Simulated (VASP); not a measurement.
Crystal: LaSi2Ru2.

```
Si Ru La
1.0
     0.00000    4.23786    0.00000
     4.23786    0.00000    0.00000
     2.11893    2.11893   -4.89012
Si Ru La
2 2 1
Cartesian
  2.1189 2.1189 -1.2616
  4.2379 4.2379 -3.6285
  2.1189 4.2379 -2.4451
  4.2379 2.1189 -2.4451
  0.0000 0.0000 0.0000
```

| Property | Result |
| --- | --- |
| Program | VASP 6.6.1 |
| Task | relaxation of the atoms |
| Functional | r2SCAN |
| Potentials or basis | VASP PAW PBE potentials, release 64 (Si, Ru_pv, La) |
| Cutoff | 520 eV |
| k mesh | 6 × 6 × 6 |
| Occupations | methfessel-paxton, width 0.0323 eV |
| Spin | no spin polarisation |

At the start: pressure -1.2 GPa; volume 17.56 Å³/atom.

Problem. Where does the relaxation end?

Solution. Over 4 steps the energy falls by 27.1 meV/atom at a fixed cell; space group I4/mmm (No. 139, to 0.1 Å) before and after.

The path:
| step | energy change (eV) | largest force (eV/Å) | pressure (GPa) |
| --- | --- | --- | --- |
| 1 | 0.0000 | 1.3240 | -1.25 |
| 2 | -0.1166 | 0.4934 | 0.35 |
| 3 | -0.1353 | 0.0316 | 1.53 |
| 4 | -0.1354 | 0.0021 | 1.61 |

Final structure:
```
CELL_PARAMETERS angstrom
0.00000 4.23786 0.00000
4.23786 0.00000 0.00000
2.11893 2.11893 -4.89012
ATOMIC_POSITIONS crystal
Si 0.36051 0.36051 0.27899
Si 0.63949 0.63949 0.72101
Ru 0.75000 0.25000 0.50000
Ru 0.25000 0.75000 0.50000
La 0.00000 0.00000 0.00000
```

Caveat: the PAW data sets were made with another functional, which shifts forces and pressure a little.
